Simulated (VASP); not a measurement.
# SiO2 (P4_2/mnm) in VASP: a series of runs, part 2 of 2

VASP 6.6.1. The steps go on from the part before.

## Step 3: Single point, PBE (6.76 Å³/atom)

The input, INCAR:

```
SYSTEM = SiO2
ALGO = Normal
EDIFF = 1E-6
ENCUT = 520
GGA = PE
ISIF = 2
ISMEAR = 0
LASPH = .True.
LCHARG = .False.
LREAL = .False.
LWAVE = .False.
NBANDS = 25
NELM = 100
PREC = Accurate
SIGMA = 0.05
```

The input, KPOINTS:

```
k-points
0
Gamma
  6 6 10
  0 0 0
```

The input, POSCAR:

```
SiO2
1.0
    4.1190851323      0.0000000000      0.0000000000
    0.0000000000      4.1190851323      0.0000000000
    0.0000000000      0.0000000000      2.3894812852
Si O
2 4
Direct
    0.5000000000      0.5000000000      0.5000000000
    0.0000000000      0.0000000000      0.0000000000
    0.6930127928      0.6930127928      0.0000000000
    0.1930127928      0.8069872072      0.5000000000
    0.3069872072      0.3069872072      0.0000000000
    0.8069872072      0.1930127928      0.5000000000
```

Potentials or basis: VASP PAW PBE potentials, release 64 (Si, O).

The run is started by

```
cat potpaw_PBE.64/Si/POTCAR potpaw_PBE.64/O/POTCAR > POTCAR
mpirun -np 1 vasp_std > vasp.out
```

OUTCAR:

```text
SYSTEM = SiO2
   EDIFF = 1E-6
   ENCUT = 520
   GGA = PE
   ISIF = 2
   ISMEAR = 0
   LASPH = .True.
   LREAL = .False.
   NELM = 100
   PREC = Accurate

 ion  position               nearest neighbor table
   1  0.500  0.500  0.500-   3 1.64   5 1.64   3 1.64   5 1.64   4 1.79   6 1.79   2 3.15   2 3.15
                             2 3.15   2 3.15   2 3.15   2 3.15   2 3.15   2 3.15
   2  0.000  0.000  0.000-   4 1.64   6 1.64   4 1.64   6 1.64   5 1.79   3 1.79   1 3.15   1 3.15
                             1 3.15   1 3.15   1 3.15   1 3.15   1 3.15   1 3.15
   3  0.693  0.693  0.000-   1 1.64   1 1.64   2 1.79
   4  0.193  0.807  0.500-   2 1.64   2 1.64   1 1.79
   5  0.307  0.307  0.000-   1 1.64   1 1.64   2 1.79
   6  0.807  0.193  0.500-   2 1.64   2 1.64   1 1.79

  LATTYP: Found a simple tetragonal cell.
 ALAT       =     4.1190851323
 C/A-ratio  =     0.5801000000

  Lattice vectors:

 A1 = (   4.1190851323,   0.0000000000,   0.0000000000)
 A2 = (   0.0000000000,   4.1190851323,   0.0000000000)
 A3 = (   0.0000000000,   0.0000000000,   2.3894812852)

Analysis of symmetry for initial positions (statically):
[... 189 lines left out ...]
 Fermi energy:        10.2792824573

 k-point     1 :       0.0000    0.0000    0.0000
  band No.  band energies     occupation
      1     -14.1048      2.00000
      2      -9.9788      2.00000
      3      -9.9660      2.00000
      4      -9.9660      2.00000
      5      -1.5753      2.00000
      6       2.3583      2.00000
[... 661 lines left out ...]
     24      24.6313      0.00000
     25      25.9102      0.00000

 [... further k-points ...]

------------------------ aborting loop because EDIFF is reached ----------------------------------------

  FORCE on cell =-STRESS in cart. coord.  units (eV):
  Direction    XX          YY          ZZ          XY          YZ          ZX
  --------------------------------------------------------------------------------------
  -------------------------------------------------------------------------------------
  Total       14.2179612     14.2179612     35.7786971     -0.0000000      0.0000000      0.0000000
  in kB      561.8789180    561.8789180   1413.9365931     -0.0000000      0.0000000      0.0000000
  external PRESSURE =     845.8981430 kB  Pullay stress =       0.0000000 kB

 VOLUME and BASIS-vectors are now :
 -----------------------------------------------------------------------------
  energy-cutoff  :      520.00
  volume of cell :       40.54
      direct lattice vectors                 reciprocal lattice vectors
     4.119085132  0.000000000  0.000000000     0.242772355  0.000000000  0.000000000
     0.000000000  4.119085132  0.000000000     0.000000000  0.242772355  0.000000000
     0.000000000  0.000000000  2.389481285     0.000000000  0.000000000  0.418500871

 POSITION                                       TOTAL-FORCE (eV/Angst)
 -----------------------------------------------------------------------------------
      2.05954      2.05954      1.19474         0.000000      0.000000     -0.000000
      0.00000      0.00000      0.00000         0.000000      0.000000     -0.000000
      2.85458      2.85458      0.00000         1.116373      1.116373     -0.000000
      0.79504      3.32405      1.19474         1.116373     -1.116373      0.000000
      1.26451      1.26451      0.00000        -1.116373     -1.116373      0.000000
      3.32405      0.79504      1.19474        -1.116373      1.116373     -0.000000
 -----------------------------------------------------------------------------------
    total drift:                                0.000000      0.000000     -0.000000

  FREE ENERGIE OF THE ION-ELECTRON SYSTEM (eV)
  ---------------------------------------------------
  free  energy   TOTEN  =       -43.9506002783 eV

  energy  without entropy=      -43.9506002783  energy(sigma->0) =      -43.95060028
```

stdout:

```text
POSCAR found type information on POSCAR SiO
 POSCAR found :  2 types and       6 ions
 scaLAPACK will be used
 LDA part: xc-table for (Slater+PW92), standard interpolation
 POSCAR, INCAR and KPOINTS ok, starting setup
 FFT: planning ... GRIDC
 FFT: planning ... GRID_SOFT
 FFT: planning ... GRID
 WAVECAR not read
 entering main loop
```

It took 27 s on 1 thread of Intel Xeon Platinum 8488C (Sapphire Rapids), shared host; peak memory 0.17 GiB.

What came out:

| Quantity | Value |
| --- | --- |
| Free energy | -43.9506 eV |
| Pressure | 84.6 GPa |
| Largest force | 1.579 eV/Å |
| Band gap on the k mesh | 8.47 eV |

Forces in eV/Å, atoms in the order of the input:
```
Si   0.000  0.000  0.000
Si   0.000  0.000  0.000
O    1.116  1.116  0.000
O    1.116 -1.116  0.000
O   -1.116 -1.116  0.000
O   -1.116  1.116  0.000
```

Levels at points of the mesh, in eV from the valence-band top:
```tsv
k point	band 14	band 15	band 16	band 17	band 18	band 19
(0.00, 0.00, 0.00)	-1.00	-1.00	0.00	8.47	9.01	11.32
(0.50, 0.00, 0.00)	-2.28	-1.30	-1.30	10.60	10.60	11.04
(0.50, 0.50, 0.00)	-2.83	-2.62	-2.62	10.08	10.08	12.12
(0.00, 0.00, 0.50)	-3.26	-3.11	-3.11	10.94	10.94	13.61
(0.50, 0.00, 0.50)	-2.70	-1.99	-1.99	10.04	10.04	10.69
(0.50, 0.50, 0.50)	-2.18	-1.75	-1.75	8.77	8.77	11.86
```

Caveat: the cell stands under pressure; forces of over 1 eV/Å act on the atoms, so gaps and moduli don't describe the material at rest.

## Step 4: Single point, PBE (6.76 Å³/atom)

The input, INCAR:

```
ALGO = Normal
EDIFF = 1E-6
ENCUT = 520
GGA = PE
ISIF = 2
ISMEAR = 0
LASPH = T
LCHARG = T
LELF = T
LREAL = F
LVHAR = T
LWAVE = F
NBANDS = 25
NELM = 100
PREC = Accurate
SIGMA = 0.05
```

The input, KPOINTS:

```
k-points
0
Gamma
  6 6 10
```

POSCAR: that of step 3 with these lines changed.

```diff
@@ -2,5 +2,5 @@
 1.0
-    4.1190851323      0.0000000000      0.0000000000
-    0.0000000000      4.1190851323      0.0000000000
-    0.0000000000      0.0000000000      2.3894812852
+    3.8781025902      0.0000000000      0.0000000000
+    0.0000000000      3.8781025902      0.0000000000
+    0.0000000000      0.0000000000      2.6956691105
 Si O
```

Potentials or basis: VASP PAW PBE potentials, release 64 (Si, O).

The run is started by

```
cat potpaw_PBE.64/Si/POTCAR potpaw_PBE.64/O/POTCAR > POTCAR
mpirun -np 1 vasp_std > vasp.out
```

OUTCAR:

```text
EDIFF = 1E-6
   ENCUT = 520
   GGA = PE
   ISIF = 2
   ISMEAR = 0
   LASPH = T
   LREAL = F
   NELM = 100
   PREC = Accurate

 ion  position               nearest neighbor table
   1  0.500  0.500  0.500-   4 1.68   6 1.68   5 1.71   3 1.71   3 1.71   5 1.71   2 3.06   2 3.06
                             2 3.06   2 3.06   2 3.06   2 3.06   2 3.06   2 3.06
   2  0.000  0.000  0.000-   3 1.68   5 1.68   4 1.71   6 1.71   4 1.71   6 1.71   1 3.06   1 3.06
                             1 3.06   1 3.06   1 3.06   1 3.06   1 3.06   1 3.06
   3  0.693  0.693  0.000-   2 1.68   1 1.71   1 1.71
   4  0.193  0.807  0.500-   1 1.68   2 1.71   2 1.71
   5  0.307  0.307  0.000-   2 1.68   1 1.71   1 1.71
   6  0.807  0.193  0.500-   1 1.68   2 1.71   2 1.71

  LATTYP: Found a simple tetragonal cell.
 ALAT       =     3.8781025902
 C/A-ratio  =     0.6951000000

  Lattice vectors:

 A1 = (   3.8781025902,   0.0000000000,   0.0000000000)
 A2 = (   0.0000000000,   3.8781025902,   0.0000000000)
 A3 = (   0.0000000000,   0.0000000000,   2.6956691105)

Analysis of symmetry for initial positions (statically):
[... 187 lines left out ...]
 cond. band min:      16.2513154329   @ k =   0.0000   0.0000   0.0000
 fundamental gap:      5.9524425439
 Fermi energy:        10.5272605749

 k-point     1 :       0.0000    0.0000    0.0000
  band No.  band energies     occupation
      1     -13.7036      2.00000
      2      -9.0590      2.00000
      3      -9.0590      2.00000
      4      -8.7119      2.00000
      5      -1.3073      2.00000
      6       2.9318      2.00000
[... 661 lines left out ...]
     24      23.5153      0.00000
     25      25.6639      0.00000

 [... further k-points ...]

------------------------ aborting loop because EDIFF is reached ----------------------------------------

  FORCE on cell =-STRESS in cart. coord.  units (eV):
  Direction    XX          YY          ZZ          XY          YZ          ZX
  --------------------------------------------------------------------------------------
  -------------------------------------------------------------------------------------
  Total       21.1140405     21.1140405     11.7183619     -0.0000000      0.0000000      0.0000000
  in kB      834.4047424    834.4047424    463.0973745     -0.0000000      0.0000000      0.0000000
  external PRESSURE =     710.6356197 kB  Pullay stress =       0.0000000 kB

 VOLUME and BASIS-vectors are now :
 -----------------------------------------------------------------------------
  energy-cutoff  :      520.00
  volume of cell :       40.54
      direct lattice vectors                 reciprocal lattice vectors
     3.878102590  0.000000000  0.000000000     0.257858057  0.000000000  0.000000000
     0.000000000  3.878102590  0.000000000     0.000000000  0.257858057  0.000000000
     0.000000000  0.000000000  2.695669110     0.000000000  0.000000000  0.370965411

 POSITION                                       TOTAL-FORCE (eV/Angst)
 -----------------------------------------------------------------------------------
      1.93905      1.93905      1.34783         0.000000      0.000000      0.000000
      0.00000      0.00000      0.00000         0.000000      0.000000      0.000000
      2.68757      2.68757      0.00000         0.960563      0.960563     -0.000000
      0.74852      3.12958      1.34783         0.960563     -0.960563      0.000000
      1.19053      1.19053      0.00000        -0.960563     -0.960563      0.000000
      3.12958      0.74852      1.34783        -0.960563      0.960563     -0.000000
 -----------------------------------------------------------------------------------
    total drift:                               -0.000000      0.000000     -0.000000

  FREE ENERGIE OF THE ION-ELECTRON SYSTEM (eV)
  ---------------------------------------------------
  free  energy   TOTEN  =       -44.5704003873 eV

  energy  without entropy=      -44.5704003873  energy(sigma->0) =      -44.57040039
```

It took 40 s on 1 thread of Intel Xeon Platinum 8488C (Sapphire Rapids), shared host; peak memory 0.17 GiB.

Results:

```yaml
Free_energy: -44.5704 eV
Pressure: 71.1 GPa
Largest_force: 1.358 eV/Å
Band_gap_on_the_k_mesh: 5.95 eV
```

Forces on the atoms (eV/Å):
```
Si   0.000  0.000  0.000
Si   0.000  0.000  0.000
O    0.961  0.961  0.000
O    0.961 -0.961  0.000
O   -0.961 -0.961  0.000
O   -0.961  0.961  0.000
```

Caveat: the cell stands under pressure; forces of over 1 eV/Å act on the atoms, so gaps and moduli don't describe the material at rest.

## Step 5: Single point, PBE (6.76 Å³/atom)

The input, INCAR:

```
PREC = Accurate
ENCUT = 520
EDIFF = 1E-6
ISMEAR = 0
SIGMA = 0.05
LREAL = F
LASPH = T
NELM = 100
ALGO = Normal
ISIF = 2
LWAVE = F
LCHARG = T
GGA = PE
LELF = T
LVHAR = T
NBANDS = 25
```

The input, KPOINTS:

```
regular mesh
0
Gamma
  6 6 10
```

POSCAR: that of step 4 with these lines changed.

```diff
@@ -2,5 +2,5 @@
 1.0
-    3.8781025902      0.0000000000      0.0000000000
-    0.0000000000      3.8781025902      0.0000000000
-    0.0000000000      0.0000000000      2.6956691105
+    4.0372407996      0.0000000000      0.0000000000
+    0.0000000000      4.0372407996      0.0000000000
+    0.0000000000      0.0000000000      2.4873440567
 Si O
```

The run is started by

```
cat potpaw_PBE.64/Si/POTCAR potpaw_PBE.64/O/POTCAR > POTCAR
mpirun -np 1 vasp_std > vasp.out
```

Run time: 37 s. Hardware: 1 thread of Intel Xeon Platinum 8488C (Sapphire Rapids), shared host; peak memory 0.17 GiB.

The run converged. Its results:

- Free energy: -44.5786 eV
- Pressure: 78.0 GPa
- Largest force: 1.563 eV/Å
- Band gap on the k mesh: 7.79 eV

Forces on the atoms (eV/Å):
```
Si   0.000  0.000  0.000
Si   0.000  0.000  0.000
O    1.105  1.105  0.000
O    1.105 -1.105  0.000
O   -1.105 -1.105  0.000
O   -1.105  1.105  0.000
```

Stress tensor (GPa, compression positive):
```
 64.85   0.00   0.00
  0.00  64.85   0.00
  0.00   0.00 104.23
```

Levels at points of the mesh, in eV from the valence-band top:
| k point | band 12 | band 13 | band 14 | band 15 | band 16 | band 17 | band 18 | band 19 | band 20 | band 21 |
| --- | --- | --- | --- | --- | --- | --- | --- | --- | --- | --- |
| (0.00, 0.00, 0.00) | -3.32 | -2.47 | -0.97 | -0.97 | 0.00 | 7.79 | 8.47 | 10.36 | 10.36 | 11.63 |
| (0.50, 0.00, 0.00) | -4.51 | -2.81 | -2.81 | -1.26 | -1.26 | 9.89 | 9.89 | 10.85 | 10.85 | 11.77 |
| (0.50, 0.50, 0.00) | -3.46 | -2.88 | -2.88 | -2.81 | -2.81 | 9.43 | 9.43 | 11.80 | 11.80 | 14.11 |
| (0.00, 0.00, 0.50) | -5.12 | -3.61 | -3.61 | -3.22 | -3.22 | 10.98 | 10.98 | 14.06 | 14.06 | 14.22 |
| (0.50, 0.00, 0.50) | -4.58 | -2.68 | -2.68 | -2.10 | -2.10 | 10.11 | 10.11 | 11.16 | 11.16 | 12.99 |
| (0.50, 0.50, 0.50) | -4.98 | -2.14 | -2.14 | -1.86 | -1.86 | 8.97 | 8.97 | 11.92 | 11.92 | 12.25 |

Caveat: the cell stands under pressure; forces of over 1 eV/Å act on the atoms, so gaps and moduli don't describe the material at rest. A k mesh can miss the band edges.

## Step 6: Overview

| cell | gap on the mesh (eV) | pressure (GPa) | largest force (eV/Å) |
| --- | --- | --- | --- |
| a = 3.997, b = 3.997, c = 2.538 Å, 6 atoms | 7.24 | 75.5 | 1.53 |
| a = 4.119, b = 4.119, c = 2.389 Å, 6 atoms | 8.47 | 84.6 | 1.58 |
| a = 3.878, b = 3.878, c = 2.696 Å, 6 atoms | 5.95 | 71.1 | 1.36 |
| a = 4.037, b = 4.037, c = 2.487 Å, 6 atoms | 7.79 | 78.0 | 1.56 |

Alike in all rows: task single point; level PBE; potentials or basis VASP PAW PBE potentials, release 64 (Si, O); no spin polarisation; k mesh 6 × 6 × 10; cutoff (eV) 520; smearing gaussian 0.05 eV.

Caveats: the cell stands under pressure; forces of over 1 eV/Å act on the atoms, so gaps and moduli don't describe the material at rest.

Total energies depend on the potentials used, so only differences within one code and one set of settings carry meaning.
